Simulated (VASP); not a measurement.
Runs of VASP 6.6.1 on Zn. The structure is that of space group Fm-3m (No. 225), or close to it. The cells are those of the table. 

```tsv
task	spin	cell	k mesh	cutoff (eV)	gap on the mesh (eV)	pressure (GPa)
single point	non-collinear, zero start, SOC	a = 2.677 Å, angles 60.0°, 1 atom	14 × 14 × 14	520	-	0.7
single point	off	a = 2.565 Å, angles 60.0°, 1 atom	16 × 16 × 16	520	none	(a)
single point	off	a = 2.780 Å, angles 60.0°, 1 atom	16 × 16 × 16	520	none	-8.0
single point	off	a = 2.677 Å, angles 60.0°, 1 atom	14 × 14 × 14	520	none	(b)
single point	off	a = 2.746 Å, angles 60.0°, 1 atom	16 × 16 × 16	520	none	-5.9
relaxation of cell and atoms	off	relaxed from a = 2.781 Å, angles 60.0°, 1 atom	14 × 14 × 14	600	none	0.0
single point	off	a = 2.641 Å, angles 60.0°, 1 atom	16 × 16 × 16	520	none	5.0
single point	off	a = 2.677 Å, angles 60.0°, 1 atom	16 × 16 × 16	520	none	0.4
```

Alike in all rows: level LDA; potentials or basis VASP PAW LDA potentials, release 64 (Zn); smearing fermi-dirac 0.1 eV.

Task: Fill in the values left out.

Result: (a) 18.2; (b) 0.8.

A gap of «none» marks levels without a gap at the run's occupations.
